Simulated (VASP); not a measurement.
# TlPt (P6/mmm) in VASP: notebook

The runs below take TlPt through single point, with PBE.

All numbers are computed with VASP 6.6.1; they aren't measurements. Logs are shortened: lines on timing, memory, paths and dates and some standing lists are left out, and cuts for length are marked.

**1. The cell of the first run**

It takes space group P6/mmm (No. 191, hexagonal). Conventional cell: a = 6.748 Å, b = 6.748 Å, c = 3.854 Å, α = 90.00°, β = 90.00°, γ = 120.00°. Within 3.6 Å of Tl (site symmetry mmm) lie 6 Pt at 2.74 to 3.37 Å and 4 Tl at 3.37 Å. Pt (site symmetry -6m2) has 6 Tl at 2.74 Å within 3.6 Å. Within 4.4 Å of Pt (site symmetry 6/mmm) lie 6 Tl at 3.37 Å and 14 Pt at 3.85 to 4.35 Å.

**2. Single point, PBE**

The input, INCAR:

```
  PREC = Accurate
  ENCUT = 520
  EDIFF = 1E-6
  ISMEAR = -1
  SIGMA = 0.05
  LREAL = F
  LASPH = T
  NELM = 100
  ALGO = Fast
  ISIF = 2
  LWAVE = F
  LCHARG = T
  GGA = PE
  LELF = T
  LVHAR = T
  NBANDS = 44
```

The input, KPOINTS:

```
regular mesh
0
Gamma
  6 6 6
```

The input, POSCAR:

```
TlPt
1.0
    6.7481159590      0.0000000000      0.0000000000
   -3.3740579795      5.8440398482      0.0000000000
    0.0000000000      0.0000000000      3.8536780411
Tl Pt
3 3
Direct
    0.0000000000      0.5000000000      0.0000000000
    0.5000000000      0.5000000000      0.0000000000
    0.5000000000      0.0000000000      0.0000000000
    0.6666666667      0.3333333333      0.5000000000
    0.3333333333      0.6666666667      0.5000000000
    0.0000000000      0.0000000000      0.0000000000
```

Potentials or basis: VASP PAW PBE potentials, release 64 (Tl_d, Pt).

Run with:

```
> cat potpaw_PBE.64/Tl_d/POTCAR potpaw_PBE.64/Pt/POTCAR > POTCAR
> mpirun -np 1 vasp_std > vasp.out
```

OUTCAR:

```text
PREC = Accurate
   ENCUT = 520
   EDIFF = 1E-6
   ISMEAR = -1
   LREAL = F
   LASPH = T
   NELM = 100
   ISIF = 2
   GGA = PE

 ion  position               nearest neighbor table
   1  0.000  0.500  0.000-   4 2.74   5 2.74   4 2.74   5 2.74   2 3.37   2 3.37   6 3.37   6 3.37
                             3 3.37   3 3.37
   2  0.500  0.500  0.000-   4 2.74   5 2.74   4 2.74   5 2.74   1 3.37   1 3.37   6 3.37   3 3.37
                             3 3.37   6 3.37
   3  0.500  0.000  0.000-   4 2.74   5 2.74   4 2.74   5 2.74   6 3.37   6 3.37   1 3.37   2 3.37
                             2 3.37   1 3.37
   4  0.667  0.333  0.500-   1 2.74   1 2.74   3 2.74   3 2.74   2 2.74   2 2.74
   5  0.333  0.667  0.500-   1 2.74   1 2.74   3 2.74   3 2.74   2 2.74   2 2.74
   6  0.000  0.000  0.000-   3 3.37   3 3.37   1 3.37   1 3.37   2 3.37   2 3.37

  LATTYP: Found a hexagonal cell.
 ALAT       =     6.7481159590
 C/A-ratio  =     0.5710746621

  Lattice vectors:

 A1 = (   6.7481159590,   0.0000000000,   0.0000000000)
 A2 = (  -3.3740579795,   5.8440398482,   0.0000000000)
 A3 = (   0.0000000000,   0.0000000000,   3.8536780411)

Analysis of symmetry for initial positions (statically):
=====================================================================
 Subroutine PRICEL returns:
 Original cell was already a primitive cell.

 Routine SETGRP: Setting up the symmetry group for a
 hexagonal supercell.

 Subroutine GETGRP returns: Found 24 space group operations
 (whereof 24 operations were pure point group operations)
 out of a pool of 24 trial point group operations.

The static configuration has the point symmetry D_6h.

Analysis of symmetry for dynamics (positions and initial velocities):
=====================================================================
 Subroutine PRICEL returns:
 Original cell was already a primitive cell.

 Routine SETGRP: Setting up the symmetry group for a
 hexagonal supercell.

 Subroutine GETGRP returns: Found 24 space group operations
 (whereof 24 operations were pure point group operations)
 out of a pool of 24 trial point group operations.

The dynamic configuration has the point symmetry D_6h.

 Subroutine INISYM returns: Found 24 space group operations
 (whereof 24 operations are pure point group operations),
 and found     1 'primitive' translations

----------------------------------------------------------------------------------------

                                     Primitive cell

  volume of cell :     151.9746

  direct lattice vectors                    reciprocal lattice vectors
     6.748115959  0.000000000  0.000000000     0.148189510  0.085557254  0.000000000
    -3.374057979  5.844039848  0.000000000     0.000000000  0.171114507  0.000000000
     0.000000000  0.000000000  3.853678041     0.000000000  0.000000000  0.259492358

  length of vectors
     6.748115959  6.748115959  3.853678041     0.171114507  0.171114507  0.259492358

  position of ions in fractional coordinates (direct lattice)
     1.000000000  0.500000000  0.000000000
     0.500000000  0.500000000  0.000000000
     0.500000000  0.000000000  0.000000000
     0.666666667  0.333333333  0.500000000
     0.333333333  0.666666667  0.500000000
     0.000000000  0.000000000  0.000000000

  ion indices of the primitive-cell ions
   primitive index   ion index
                 1           1
                 2           2
                 3           3
                 4           4
                 5           5
                 6           6

----------------------------------------------------------------------------------------

 KPOINTS: regular mesh

Automatic generation of k-mesh.
 Grid dimensions read from file:
 generate k-points for:    6    6    6

 Generating k-lattice:

  Cartesian coordinates                     Fractional coordinates (reciprocal lattice)
     0.024698252  0.014259542  0.000000000     0.166666667  0.000000000  0.000000000
     0.000000000  0.028519085  0.000000000     0.000000000  0.166666667  0.000000000
     0.000000000  0.000000000  0.043248726     0.000000000  0.000000000  0.166666667

  Length of vectors
     0.028519085  0.028519085  0.043248726

  Shift w.r.t. Gamma in fractional coordinates (k-lattice)
     0.000000000  0.000000000  0.000000000

 Subroutine IBZKPT returns following result:
 ===========================================

 Found     28 irreducible k-points:

 Following reciprocal coordinates:
            Coordinates               Weight
  0.000000  0.000000  0.000000      1.000000
  0.166667 -0.000000  0.000000      6.000000
  0.333333 -0.000000  0.000000      6.000000
  0.500000 -0.000000  0.000000      3.000000
  0.166667  0.166667  0.000000      6.000000
  0.333333  0.166667  0.000000     12.000000
[... 16 lines left out ...]
  0.166667 -0.000000  0.500000      6.000000
  0.333333 -0.000000  0.500000      6.000000
 [... further k-points ...]
   k-points           NKPTS =     28   k-points in BZ     NKDIM =     28   number of bands    NBANDS=     44
   number of dos      NEDOS =    301   number of ions     NIONS =      6
   total plane-waves  NPLWV =  75000
   dimension x,y,z NGX =    50 NGY =   50 NGZ =   30
   dimension x,y,z NGXF=   100 NGYF=  100 NGZF=   60
   ions per type =               3   3
   NGX,Y,Z   is equivalent  to a cutoff of  12.32, 12.32, 12.94 a.u.
   NGXF,Y,Z  is equivalent  to a cutoff of  24.64, 24.64, 25.88 a.u.
 SYSTEM =  unknown system
   PREC   = accura    normal or accurate (medium, high low for compatibility)
   ISTART =      0    job   : 0-new  1-cont  2-samecut
   ICHARG =      2    charge: 1-file 2-atom 10-const
   ISPIN  =      1    spin polarized calculation?
   LNONCOLLINEAR =      F non collinear calculations
   LSORBIT =      F    spin-orbit coupling
   LASPH  =      T    aspherical Exc in radial PAW
   ENCUT  =  520.0 eV  38.22 Ry    6.18 a.u.  12.55 12.55  7.17*2*pi/ulx,y,z
   NELM   =    100;   NELMIN=  2; NELMDL= -5     # of ELM steps
   EDIFF  = 0.1E-05   stopping-criterion for ELM
   LREAL  =      F    real-space projection
   EDIFFG = 0.1E-04   stopping-criterion for IOM
   NSW    =      0    number of steps for IOM
   IBRION =     -1    ionic relax: 0-MD 1-quasi-New 2-CG
   NFREE  =      0    steps in history (QN), initial steepest desc. (CG)
   ISIF   =      2    stress and relaxation
   ISYM   =      2    0-nonsym 1-usesym 2-fastsym
   POTIM  = 0.5000    time-step for ionic-motion
   TEBEG  =    0.0;   TEEND  =   0.0 temperature during run
   PSTRESS=    0.0 pullay stress
   NELECT =      69.0000    total number of electrons
   NUPDOWN=      -1.0000    fix difference up-down
   EMIN   =  10.00;   EMAX   =-10.00  energy-range for DOS
   EFERMI =   0.00;   METHOD = LEGACY
   ISMEAR =    -1;   SIGMA  =   0.05  broadening in eV -4-tet -1-fermi 0-gaus
   EFERMI_NEDOS =   21; number of points for ismear=-14 and -15
   IALGO  =     68    algorithm
   IMIX   =      4    mixing-type and parameters
     AMIX     =   0.40;   BMIX     =  1.00
     AMIX_MAG =   1.60;   BMIX_MAG =  1.00
  volume/ion in A,a.u.               =      25.33       170.93
  Fermi-wavevector in a.u.,A,eV,Ry     =   1.258252  2.377751 21.540703  1.583197
  Thomas-Fermi vector in A             =   2.391870
   LORBIT       =      0    0 simple, 1 ext, 2 COOP (PROOUT), +10 PAW based schemes
   GGA     = PE    functional components
   LHFCALC =     F    Hartree Fock is set to
   AEXX    =    0.0000 exact exchange contribution
   IVDW    =     0    specifies the selected vdW correction
   LEPSILON=     F    determine dielectric tensor
   LRPA    =     F    only Hartree local field effects (RPA)
 non-spin polarized calculation
 RMM-DIIS sequential band-by-band and
  energy-cutoff  :      520.00
  volume of cell :      151.97
 maximum number of plane-waves:      4118
   NGX = 25   NGY = 25   NGZ = 15

 number of electron      68.9999981 magnetization

 Free energy of the ion-electron system (eV)
  ---------------------------------------------------
  ext. energy  EPLUGINS =         0.00000000
  ---------------------------------------------------
  free energy    TOTEN  =       -21.79023956 eV

  energy without entropy =      -21.77071811  energy(sigma->0) =      -21.78047884

 E-fermi :   5.8431     XC(G=0): -10.4223

 val. band max:        5.8354517311   @ k =   0.3333   0.3333   0.5000
 cond. band min:       5.8839220812   @ k =   0.3333   0.1667   0.3333
 fundamental gap:      0.0484703502
 Fermi energy:         5.8431039127

 k-point     1 :       0.0000    0.0000    0.0000
  band No.  band energies     occupation
      1      -6.3582      2.00000
      2      -5.8792      2.00000
      3      -5.8792      2.00000
      4      -5.8292      2.00000
      5      -5.8292      2.00000
      6      -5.8201      2.00000
[... 36 lines left out ...]
     43      14.3286      0.00000
     44      14.4179      0.00000

 k-point     2 :       0.1667   -0.0000    0.0000
  band No.  band energies     occupation
      1      -6.3026      2.00000
      2      -5.8699      2.00000
      3      -5.8391      2.00000
      4      -5.8257      2.00000
      5      -5.8219      2.00000
      6      -5.8169      2.00000
[... 36 lines left out ...]
     43      13.2523      0.00000
     44      14.2370      0.00000

 k-point     3 :       0.3333   -0.0000    0.0000
  band No.  band energies     occupation
      1      -6.1657      2.00000
      2      -5.8404      2.00000
      3      -5.8237      2.00000
      4      -5.8064      2.00000
      5      -5.8044      2.00000
      6      -5.7342      2.00000
[... 36 lines left out ...]
     43      12.7717      0.00000
     44      13.2967      0.00000

 k-point     4 :       0.5000   -0.0000    0.0000
  band No.  band energies     occupation
      1      -6.0743      2.00000
      2      -5.8235      2.00000
      3      -5.7982      2.00000
      4      -5.7970      2.00000
      5      -5.7743      2.00000
      6      -5.7285      2.00000
[... 882 lines left out ...]
     43      11.7338      0.00000
     44      11.7338      0.00000

 k-point    23 :       0.1667   -0.0000    0.5000
  band No.  band energies     occupation
      1      -6.1649      2.00000
      2      -6.0343      2.00000
      3      -5.8604      2.00000
      4      -5.8270      2.00000
      5      -5.7115      2.00000
      6      -5.6785      2.00000
[... 36 lines left out ...]
     43      11.9388      0.00000
     44      12.1691      0.00000

 k-point    24 :       0.3333   -0.0000    0.5000
  band No.  band energies     occupation
      1      -6.0919      2.00000
      2      -5.9599      2.00000
      3      -5.8001      2.00000
      4      -5.7904      2.00000
      5      -5.7028      2.00000
      6      -5.6693      2.00000
[... 36 lines left out ...]
     43      11.9266      0.00000
     44      11.9726      0.00000

 [... further k-points ...]

------------------------ aborting loop because EDIFF is reached ----------------------------------------

  FORCE on cell =-STRESS in cart. coord.  units (eV):
  Direction    XX          YY          ZZ          XY          YZ          ZX
  --------------------------------------------------------------------------------------
  -------------------------------------------------------------------------------------
  Total       -0.0304057     -0.0304057     -0.0591866      0.0000000     -0.0000000      0.0000000
  in kB       -0.3205486     -0.3205486     -0.6239684      0.0000000     -0.0000000      0.0000000
  external PRESSURE =      -0.4216885 kB  Pullay stress =       0.0000000 kB

 VOLUME and BASIS-vectors are now :
 -----------------------------------------------------------------------------
  energy-cutoff  :      520.00
  volume of cell :      151.97
      direct lattice vectors                 reciprocal lattice vectors
     6.748115959  0.000000000  0.000000000     0.148189510  0.085557254  0.000000000
    -3.374057979  5.844039848  0.000000000     0.000000000  0.171114507  0.000000000
     0.000000000  0.000000000  3.853678041     0.000000000  0.000000000  0.259492358

 POSITION                                       TOTAL-FORCE (eV/Angst)
 -----------------------------------------------------------------------------------
     -1.68703      2.92202      0.00000        -0.000000     -0.000000      0.000000
      1.68703      2.92202      0.00000        -0.000000     -0.000000      0.000000
      3.37406      0.00000      0.00000        -0.000000     -0.000000      0.000000
      3.37406      1.94801      1.92684         0.000000      0.000000      0.000000
     -0.00000      3.89603      1.92684        -0.000000      0.000000     -0.000000
      0.00000      0.00000      0.00000        -0.000000     -0.000000      0.000000
 -----------------------------------------------------------------------------------
    total drift:                               -0.000000      0.000000     -0.000000

  FREE ENERGIE OF THE ION-ELECTRON SYSTEM (eV)
  ---------------------------------------------------
  free  energy   TOTEN  =       -21.7902395648 eV

  energy  without entropy=      -21.7707181061  energy(sigma->0) =      -21.78047884
```

Wall time 4.1 min (1 thread of Oxide Virtual Turin-like, shared host); peak memory 0.31 GiB.

Results:

* Free energy: -21.7902 eV
* Pressure: 0.0 GPa
* Band gap on the k mesh: zero (an odd number of electrons rules out a gap without spin polarisation)

Caveat: spin-orbit coupling is left out, which moves the levels of the heavy elements.

**3. Single point, PBE**

The input, INCAR:

```
PREC = Accurate
ENCUT = 520
EDIFF = 1E-6
ISMEAR = -1
SIGMA = 0.05
LREAL = F
LASPH = T
NELM = 60
ALGO = Fast
ISIF = 2
LWAVE = F
LCHARG = F
GGA = PE
NBANDS = 44
```

The input, KPOINTS:

```
Automatic mesh
0
Gamma
  6 6 6
```

Changes to POSCAR since step 2:

```diff
@@ -2,5 +2,5 @@
 1.0
-    6.7481159590      0.0000000000      0.0000000000
-   -3.3740579795      5.8440398482      0.0000000000
-    0.0000000000      0.0000000000      3.8536780411
+    6.7535038507      0.0000000000      0.0000000000
+   -3.3767519253      5.8487058992      0.0000000000
+    0.0000000000      0.0000000000      3.8464124627
 Tl Pt
```

Potentials or basis: VASP PAW PBE potentials, release 64 (Tl_d, Pt).

Run with:

```
> cat potpaw_PBE.64/Tl_d/POTCAR potpaw_PBE.64/Pt/POTCAR > POTCAR
> mpirun -np 1 vasp_std > vasp.out
```

Run time: 4.2 min. Hardware: 1 thread of Oxide Virtual Turin-like, shared host; peak memory 0.3 GiB.

The run converged. Its results:

| Item | Value |
| --- | --- |
| Free energy | -21.7901 eV |
| Pressure | 0.0 GPa |
| Band gap on the k mesh | zero (an odd number of electrons rules out a gap without spin polarisation) |

Levels at points of the mesh, in eV from the Fermi level:
| k point | band 31 | band 32 | band 33 | band 34 | band 35 | band 36 | band 37 | band 38 | band 39 | band 40 |
| --- | --- | --- | --- | --- | --- | --- | --- | --- | --- | --- |
| (0.00, 0.00, 0.00) | -0.58 | -0.58 | -0.48 | -0.48 | -0.38 | -0.34 | -0.34 | 2.36 | 5.94 | 5.95 |
| (0.50, 0.00, 0.00) | -1.27 | -0.75 | -0.62 | -0.58 | 0.43 | 1.16 | 2.57 | 2.60 | 3.95 | 5.29 |
| (0.00, 0.00, 0.50) | -0.92 | -0.92 | -0.44 | 0.82 | 0.82 | 0.92 | 0.92 | 0.98 | 1.26 | 1.32 |
| (0.50, 0.00, 0.50) | -1.21 | -1.14 | -0.76 | -0.60 | 0.43 | 0.57 | 0.91 | 2.46 | 2.62 | 3.21 |

Caveat: spin-orbit coupling is left out, which moves the levels of the heavy elements.

**4. Single point, PBE**

This run uses another cell than the first one, of 25.23 Å³/atom.

The input, INCAR:

```
PREC     = Accurate       # precision mode
ENCUT    = 520            # plane-wave cutoff, eV
EDIFF    = 1E-6           # SCF threshold, eV
ISMEAR   = -1             # smearing method
SIGMA    = 0.05           # smearing width, eV
LREAL    = F              # projectors in reciprocal space
LASPH    = T              # aspherical terms in the spheres
NELM     = 100            # most SCF steps
ALGO     = Fast           # electronic algorithm
ISIF     = 2              # what is computed and relaxed
LWAVE    = F              # write WAVECAR
LCHARG   = F              # write CHGCAR
GGA      = PE             # functional
NBANDS   = 44             # bands
```

The input, KPOINTS:

```
regular mesh
0
Gamma
  6 6 6
```

Changes to POSCAR since step 3:

```diff
@@ -2,5 +2,5 @@
 1.0
-    6.7535038507      0.0000000000      0.0000000000
-   -3.3767519253      5.8487058992      0.0000000000
-    0.0000000000      0.0000000000      3.8464124627
+    6.7296702171      0.0000000000      0.0000000000
+   -3.3648351086      5.8280653671      0.0000000000
+    0.0000000000      0.0000000000      3.8599149848
 Tl Pt
```

Run with:

```
> cat potpaw_PBE.64/Tl_d/POTCAR potpaw_PBE.64/Pt/POTCAR > POTCAR
> mpirun -np 1 vasp_std > vasp.out
```

It took 5.1 min on 1 thread of Oxide Virtual Turin-like, shared host; peak memory 0.31 GiB.

It converged, with:

* Free energy: -21.7896 eV
* Pressure: 0.1 GPa
* Band gap on the k mesh: zero (an odd number of electrons rules out a gap without spin polarisation)

Levels at points of the mesh, in eV from the Fermi level:
```
           k point  band 31  band 32  band 33  band 34  band 35  band 36  band 37  band 38  band 39  band 40
(0.00, 0.00, 0.00)    -0.60    -0.60    -0.49    -0.49    -0.38    -0.34    -0.34     2.27     5.89     6.01
(0.50, 0.00, 0.00)    -1.29    -0.77    -0.65    -0.61     0.46     1.19     2.61     2.61     3.89     5.27
(0.00, 0.00, 0.50)    -0.93    -0.93    -0.45     0.83     0.83     0.92     0.92     0.98     1.24     1.28
(0.50, 0.00, 0.50)    -1.23    -1.17    -0.78    -0.62     0.40     0.56     0.91     2.46     2.61     3.23
```

Caveat: spin-orbit coupling is left out, which moves the levels of the heavy elements.

[end of part 1 of 2]

The gap in the log of VASP goes by the Fermi energy; the results here count the filled bands.